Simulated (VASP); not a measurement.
Here is a VASP 6.6.1 calculation.

INCAR

```
PREC = Accurate
ENCUT = 600
EDIFF = 1E-6
ISMEAR = 0
SIGMA = 0.1
LREAL = F
LASPH = T
NELM = 60
ALGO = Normal
ISIF = 3
LWAVE = F
LCHARG = F
GGA = PE
IBRION = 2
NSW = 90
EDIFFG = -0.04
```

KPOINTS

```
Automatic mesh
0
Gamma
  6 6 6
```

File POSCAR:

```
CsP2W2
1.0
   -2.2850132500      2.2850132500      5.6619051200
    2.2850132500     -2.2850132500      5.6619051200
    2.2850132500      2.2850132500     -5.6619051200
Cs P W
1 2 2
Direct
    0.0000000000      0.0000000000      0.0000000000
    0.7500000000      0.2500000000      0.5000000000
    0.2500000000      0.7500000000      0.5000000000
    0.3750000000      0.3750000000      0.0000000000
    0.6250000000      0.6250000000      0.0000000000
```

Potentials or basis: VASP PAW PBE potentials, release 64 (Cs_sv, P, W_sv).

The run is started by

```sh
$ cat potpaw_PBE.64/Cs_sv/POTCAR potpaw_PBE.64/P/POTCAR potpaw_PBE.64/W_sv/POTCAR > POTCAR
$ mpirun -np 1 vasp_std > vasp.out
```

Task: What does it give for the relaxed cell?

Result: a = 5.611 Å, b = 5.611 Å, c = 5.611 Å, α = 128.79°, β = 128.79°, γ = 75.35°.

Task: What does it give for the space group after relaxing (to 0.1 Å)?

Result: I4/mmm (No. 139).

Task: What does it give for the relaxed volume?

Result: 20.89 Å³/atom.

Task: What does it give for the band gap on the k mesh?

Result: Zero (an odd number of electrons rules out a gap without spin polarisation).

Forces in eV/Å, atoms in the order of the input:
```
Cs   0.000  0.000  0.000
P    0.000  0.000  0.000
P    0.000  0.000  0.000
W    0.000  0.000  0.014
W    0.000  0.000 -0.014
```

Caveat: spin-orbit coupling is left out, which moves the levels of the heavy elements.
